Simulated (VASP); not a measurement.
**Ca: single point with PBEsol**

Ca:

```
Ca
1.0
     0.00000    2.71060    2.71060
     2.71060    0.00000    2.71060
     2.71060    2.71060    0.00000
Ca
1
Direct
  0.00000 0.00000 0.00000
```

```
Program             : VASP 6.6.1
Task                : single point
Functional          : PBEsol
Potentials or basis : VASP PAW PBE potentials, release 64 (Ca_sv)
Cutoff              : 520 eV
k mesh              : 12 × 12 × 12
Occupations         : fermi-dirac, width 0.08 eV
Spin                : no spin polarisation
```

```json
{"Pressure": "0.4 GPa", "Band gap on the k mesh": "zero (band 5 reaches 2.29 eV, above the bottom of band 6 at 2.01 eV)"}
```

Levels at points of the mesh, in eV from the Fermi level:
| k point | band 3 | band 4 | band 5 | band 6 | band 7 | band 8 |
| --- | --- | --- | --- | --- | --- | --- |
| (0.00, 0.00, 0.00) | -22.69 | -22.69 | -4.14 | 2.40 | 2.40 | 2.40 |
| (0.50, 0.00, 0.00) | -22.71 | -22.71 | -1.03 | -0.11 | 2.28 | 2.28 |
| (0.50, 0.50, 0.00) | -22.75 | -22.75 | -0.52 | 0.53 | 1.07 | 4.30 |

It took 28 s on 1 thread of Intel(R) Xeon(R) Platinum 8375C CPU @ 2.90GHz (Ice Lake) (shared host), peak memory 0.18 GiB.

Caveat: the PAW data sets were made with another functional, which shifts forces and pressure a little.
